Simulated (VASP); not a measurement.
Wanted: the native input for a VASP 6.6.1 run.

```
Task                   : single point
Functional             : PBE
Potentials or basis    : VASP PAW PBE potentials, release 64 (Ca_sv, Se)
Cutoff                 : 520 eV
k mesh                 : 7 × 7 × 7
Occupations            : fermi-dirac, width 0.01 eV
Spin                   : no spin polarisation
Dipole correction      : no
Further INCAR settings : ALGO = Normal; EDIFF = 1e-07; NBANDS = 15
```

The structure of CaSe lies in POSCAR:

```
CaSe
1.0
    0.0000000000      2.9058886243      2.9058886243
    2.9058886243      0.0000000000      2.9058886243
    2.9058886243      2.9058886243      0.0000000000
Ca Se
1 1
Direct
    0.0000000000      0.0000000000      0.0000000000
    0.5000000000      0.5000000000      0.5000000000
```

This cell differs from its parent crystal: volume scaled by 0.95.

The input as run:

INCAR

```
SYSTEM = CaSe
PREC = Accurate
ENCUT = 520
EDIFF = 1E-7
ISMEAR = -1
SIGMA = 0.01
LREAL = .FALSE.
LASPH = .TRUE.
NELM = 80
ALGO = Normal
ISIF = 2
LWAVE = .FALSE.
LCHARG = .TRUE.
GGA = PE
LELF = .TRUE.
LVHAR = .TRUE.
NBANDS = 15
```

KPOINTS

```
Automatic mesh
0
G
  7 7 7
  0 0 0
```

Potentials or basis: VASP PAW PBE potentials, release 64 (Ca_sv, Se).

Run with:

```bash
$ cat potpaw_PBE.64/Ca_sv/POTCAR potpaw_PBE.64/Se/POTCAR > POTCAR
$ mpirun -np 1 vasp_std > vasp.out
```

Results of the run:

* Pressure: 4.4 GPa
* Band gap on the k mesh: 1.95 eV, indirect (least direct gap 2.91 eV)

Wall time 22 s on 1 thread of Intel(R) Xeon(R) Platinum 8375C CPU @ 2.90GHz (Ice Lake) (shared host), peak memory 0.17 GiB.
